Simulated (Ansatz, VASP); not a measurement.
**One calculation of Br, two programs**

Contents of INCAR:

```
SYSTEM = Br
PREC = Accurate
ENCUT = 520
EDIFF = 1E-6
ISMEAR = -1
SIGMA = 0.1
LREAL = .False.
LASPH = .True.
NELM = 80
ALGO = Normal
ISIF = 2
LWAVE = .False.
LCHARG = .False.
GGA = CA
NBANDS = 18
```

KPOINTS

```
Automatic mesh
0
Gamma
  8 8 8
  0 0 0
```

Contents of POSCAR:

```
Br
1.0
    4.7508946667      0.0000000000      0.0000000000
    0.0000000000      4.7508946667      0.0000000000
    0.0000000000      0.0000000000      4.5976400000
Br
3
Direct
    0.5000000000      0.0000000000      0.0000000000
    0.0000000000      0.5000000000      0.0000000000
    0.0000000000      0.0000000000      0.5000000000
```

Input for Ansatz:

```yaml
crystal:
  lattice:
    - [4.7508946666666665, 0.0, 0.0]
    - [0.0, 4.7508946666666665, 0.0]
    - [0.0, 0.0, 4.59764]
  atoms:
    - { symbol: Br, position: [0.5, 0.0, 0.0] }
    - { symbol: Br, position: [0.0, 0.5, 0.0] }
    - { symbol: Br, position: [0.0, 0.0, 0.5] }
basis:
  ecutwfc: 520.0
kpoints:
  mp_grid:
    grid: [8, 8, 8]
hamiltonian:
  xc: lda
  pseudopotentials:
    kind: paw
scf:
  occupations:
    method: fermi_dirac
    width: 0.1
output:
  stress: true
```

Alike in both runs: task single point; functional LDA; k mesh 8 × 8 × 8; occupations fermi-dirac, width 0.1 eV; no spin polarisation.

|  | VASP | Ansatz |
| --- | --- | --- |
| version | VASP 6.6.1 | Ansatz 0.2.0 |
| potentials or method | VASP PAW LDA potentials, release 64 (Br), cutoff 520 eV | plane waves, PAW |
| valence electrons in the cell | 21 | 21 |

VASP gave:

```
pressure (GPa)                                                : -4.7
traceless stress, the component that is largest in VASP (GPa) : -0.18
```

**Question.** Estimate Ansatz's values.

**Answer.** Pressure (GPa): -4.7; traceless stress, the component that is largest in VASP (GPa): -0.19.

LDA's correlation is that of Perdew and Zunger in VASP and of Perdew and Wang (1992) in Ansatz.
